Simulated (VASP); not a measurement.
Crystal: ZrB.

```
CELL_PARAMETERS angstrom
4.59854 0.00000 0.00000
0.00000 4.59854 0.00000
0.00000 0.00000 2.83786
ATOMIC_POSITIONS crystal
Zr 0.00000 0.50000 0.50000
Zr 0.50000 0.00000 0.50000
B 0.00000 0.00000 0.50000
B 0.00000 0.00000 0.00000
```

```yaml
Program: VASP 6.6.1
Task: relaxation of cell and atoms
Functional: PBE
Potentials_or_basis: VASP PAW PBE potentials, release 64 (Zr_sv, B)
Cutoff: 600 eV
k_mesh: 4 × 4 × 6
Occupations: gaussian, width 0.1 eV
Spin: no spin polarisation
```

At the start: pressure 23.2 GPa; volume 15.00 Å³/atom.

Task: How do energy, volume and symmetry change on relaxing?

Result: Over 7 steps the energy falls by 304.8 meV/atom and the volume is 16.81 Å³/atom (+12.0 %); space group P4/mmm (No. 123, to 0.05 Å).

The path:
```tsv
step	energy change (eV)	largest force (eV/Å)	pressure (GPa)	volume (Å³)
1	0.0000	0.0000	23.16	60.01
2	-0.1232	0.0000	-14.48	79.44
3	-1.2070	0.0000	-2.47	68.79
4	-1.2100	0.0000	-1.78	68.43
5	-1.2103	0.0000	-1.45	68.26
6	-1.2183	0.0000	0.64	66.95
7	-1.2191	0.0000	0.15	67.24
```

Final structure:
```cif
data_structure
_symmetry_space_group_name_H-M 'P 1'
_symmetry_Int_Tables_number 1
_cell_length_a 4.5934
_cell_length_b 4.5934
_cell_length_c 3.1868
_cell_angle_alpha 90.000
_cell_angle_beta 90.000
_cell_angle_gamma 90.000
_cell_volume 67.24
loop_
_atom_site_label
_atom_site_type_symbol
_atom_site_fract_x
_atom_site_fract_y
_atom_site_fract_z
_atom_site_occupancy
Zr1 Zr 0.00000 0.50000 0.50000 1
Zr2 Zr 0.50000 0.00000 0.50000 1
B1 B 0.00000 0.00000 0.50000 1
B2 B 0.00000 0.00000 0.00000 1
```

Caveat: the k points lie up to 0.34 Å⁻¹ apart in the final cell.
